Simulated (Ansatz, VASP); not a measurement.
Given: the input of a run of Ansatz 0.2.0 on SnSe.

File input.yaml:

```yaml
crystal:
  lattice:
    - [11.2656567555, 0.0, 0.0]
    - [0.0, 4.1333714366, 0.0]
    - [0.0, 0.0, 4.3997223406]
  atoms:
    - { symbol: Sn, position: [0.877, 0.75, 0.909] }
    - { symbol: Sn, position: [0.623, 0.25, 0.409] }
    - { symbol: Sn, position: [0.377, 0.75, 0.591] }
    - { symbol: Sn, position: [0.123, 0.25, 0.091] }
    - { symbol: Se, position: [0.643, 0.75, 0.984] }
    - { symbol: Se, position: [0.857, 0.25, 0.484] }
    - { symbol: Se, position: [0.143, 0.75, 0.516] }
    - { symbol: Se, position: [0.357, 0.25, 0.016] }
hamiltonian:
  xc: rpbe
  pseudopotentials: { kind: paw }
  dispersion: d3bj
kpoints:
  mp_grid: { grid: [3, 6, 6] }
scf:
  occupations: { method: fermi_dirac, width: 0.05 }
output:
  forces: true
  stress: true
  eigenvalues: true
```

Potentials or basis: Ansatz PAW.

Command:

```console
$ ansatz run input.yaml --threads 2 --pin off --max-ram 5120MiB --backend cpu --events-out ev --progress --plain --runs-dir out
```

**Question.** Set up the same calculation for VASP 6.6.1. Potentials there: VASP PAW PBE potentials, release 64 (Sn_d, Se).

**Answer.** As run (the cutoff follows the program's own potentials):

The input INCAR:

```
SYSTEM = SnSe
ALGO = Normal ; EDIFF = 1E-6
ENCUT = 520 ; GGA = RP
ISIF = 2 ; ISMEAR = -1
IVDW = 12 ; LASPH = .TRUE.
LCHARG = .TRUE. ; LELF = .TRUE.
LREAL = .FALSE. ; LVHAR = .TRUE.
LWAVE = .FALSE. ; NBANDS = 50
NELM = 60 ; PREC = Accurate
SIGMA = 0.05
```

KPOINTS

```
k-points
0
G
  3 6 6
  0 0 0
```

File POSCAR:

```
SnSe
1.0
   11.2656567555      0.0000000000      0.0000000000
    0.0000000000      4.1333714366      0.0000000000
    0.0000000000      0.0000000000      4.3997223406
Sn Se
4 4
Direct
    0.8770000000      0.7500000000      0.9090000000
    0.6230000000      0.2500000000      0.4090000000
    0.3770000000      0.7500000000      0.5910000000
    0.1230000000      0.2500000000      0.0910000000
    0.6430000000      0.7500000000      0.9840000000
    0.8570000000      0.2500000000      0.4840000000
    0.1430000000      0.7500000000      0.5160000000
    0.3570000000      0.2500000000      0.0160000000
```

Potentials or basis: VASP PAW PBE potentials, release 64 (Sn_d, Se).

The run is started by

```bash
$ cat potpaw_PBE.64/Sn_d/POTCAR potpaw_PBE.64/Se/POTCAR > POTCAR
$ mpirun -np 1 vasp_std > vasp.out
```

Both were run:

|  | VASP | Ansatz | Ansatz less VASP |
| --- | --- | --- | --- |
| gap on the k mesh at the Fermi level (eV) | 0.57 | 0.57 | +0.005 |
| least direct gap on the mesh (eV) | 0.73 | 0.74 | +0.010 |
| pressure (GPa) | -8.2 | -8.2 | -0.04 |
| traceless stress, the component that is largest in VASP (GPa) | 2.56 | 2.53 | -0.029 |
| rms of the force components (eV/Å) | 0.348 | 0.338 | -0.0098 |

VASP's potentials were made for PBE, not for RPBE. Atom by atom the forces differ by 0.010 eV/Å (rms over components). VASP's potentials hold 80 valence electrons a cell and Ansatz's 120, so a difference there can come from the potentials and not from the codes.

Noted on Ansatz's run: odd divisions of the mesh miss points on the zone boundary, where band edges often lie, so the gap on the mesh can be too wide.
